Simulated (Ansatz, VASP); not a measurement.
**Two plane-wave programs on MgO**

```
Mg O
1.0
     2.62335    0.00000    0.00000
     0.00000    2.62335    0.00000
     0.00000    0.00000    2.62335
Mg O
1 1
Direct
  0.00000 0.00000 0.00000
  0.50000 0.50000 0.50000
```

Alike in both runs: task single point; functional r2SCAN; k mesh 10 × 10 × 10; no spin polarisation.

|  | VASP | Ansatz |
| --- | --- | --- |
| version | VASP 6.6.1 | Ansatz 0.2.0 |
| potentials or method | VASP PAW PBE potentials, release 64 (Mg, O) | plane waves, PAW |
| plane-wave cutoff (eV) | 520 | 500 |
| occupations | gaussian, width 0.01 eV | fixed |
| valence electrons in the cell | 8 | 16 |

VASP gave:

```
gap on the k mesh at the Fermi level (eV) : 3.45
pressure (GPa)                            : -1.2
```

Problem. Which values does Ansatz return?

Solution. gap on the k mesh at the Fermi level (eV): 3.49; pressure (GPa): 0.0.

VASP's potentials were made for PBE, not for r2SCAN. VASP's potentials hold 8 valence electrons a cell and Ansatz's 16, so a difference there can come from the potentials and not from the codes.
